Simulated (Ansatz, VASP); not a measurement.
# One calculation of As, two programs

```xyz
2
Lattice="0.0000 3.0581 3.0581 3.0581 0.0000 3.0581 3.0581 3.0581 0.0000" Properties=species:S:1:pos:R:3 pbc="T T T"
As    0.7645    0.7645    0.7645
As    5.3516    5.3516    5.3516
```

Alike in both runs: functional PBE; k mesh 9 × 9 × 9; occupations fermi-dirac, width 0.1 eV; no spin polarisation.

Ansatz relaxed the structure, and its values are those at the end. VASP's run is a single point on that final structure, the one shown.

```csv
,VASP,Ansatz
version,VASP 6.6.1,Ansatz 0.2.0
potentials or method,"VASP PAW PBE potentials, release 64 (As), cutoff 520 eV","plane waves (420 eV) with PAW, scalar-relativistic"
valence electrons in the cell,10,30
```

```tsv
	VASP	Ansatz	Ansatz less VASP
pressure (GPa)	0.1	0.0	-0.11
```

The functional is the same, so the differences come from potentials, cutoffs and numerics. VASP's potentials hold 10 valence electrons a cell and Ansatz's 30, so a difference there can come from the potentials and not from the codes.
